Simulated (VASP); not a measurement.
Input of a VASP 6.6.1 run:

POSCAR

```
Si
1.0
   -3.2256809613      3.2256809613      1.8647140902
    3.2256809613     -3.2256809613      1.8647140902
    3.2256809613      3.2256809613     -1.8647140902
Si
4
Direct
    0.1788010600      0.1788010600      0.3576021200
    0.8211989400      0.8211989400      0.6423978800
    0.1788010600      0.8211989400      0.0000000000
    0.8211989400      0.1788010600      0.0000000000
```

File INCAR.step1:

```
SYSTEM = Si
PREC = Accurate
ENCUT = 520
ISMEAR = 0
SIGMA = 0.03
LREAL = .FALSE.
LASPH = .TRUE.
NELM = 100
NBANDS = 16
GGA = PE
ALGO = Normal
EDIFF = 1E-4
LWAVE = .TRUE.
LCHARG = .FALSE.
```

File INCAR.step2:

```
SYSTEM = Si
PREC = Accurate
ENCUT = 520
EDIFF = 1E-6
ISMEAR = 0
SIGMA = 0.03
LREAL = .FALSE.
LASPH = .TRUE.
NELM = 100
ALGO = Normal
ISIF = 2
LWAVE = .FALSE.
LCHARG = .FALSE.
METAGGA = R2SCAN
LMIXTAU = .TRUE.
NBANDS = 16
ISTART = 1
```

KPOINTS

```
regular mesh
0
G
  10 10 10
  0 0 0
```

Potentials or basis: VASP PAW PBE potentials, release 64 (Si).

Command:

```bash
$ cat potpaw_PBE.64/Si/POTCAR > POTCAR
$ cp INCAR.step1 INCAR
$ mpirun -np 1 vasp_std > vasp.out
$ cp INCAR.step2 INCAR
$ mpirun -np 1 vasp_std > vasp.out
```

(1) Estimate the largest force.

(2) Estimate the pressure.

(3) What does it give for the band gap on the k mesh?

## Answers

(1) 0.147 eV/Å.

(2) 9.8 GPa.

(3) 0.18 eV (least direct gap 0.47 eV).

Caveat: the cell differs from its parent crystal (strain -0.030 along x and y, -0.030 along z); the cell stands under pressure; semilocal functionals underestimate gaps, and a narrow one can read as zero; the PAW data sets were made with another functional, which shifts forces and pressure a little.
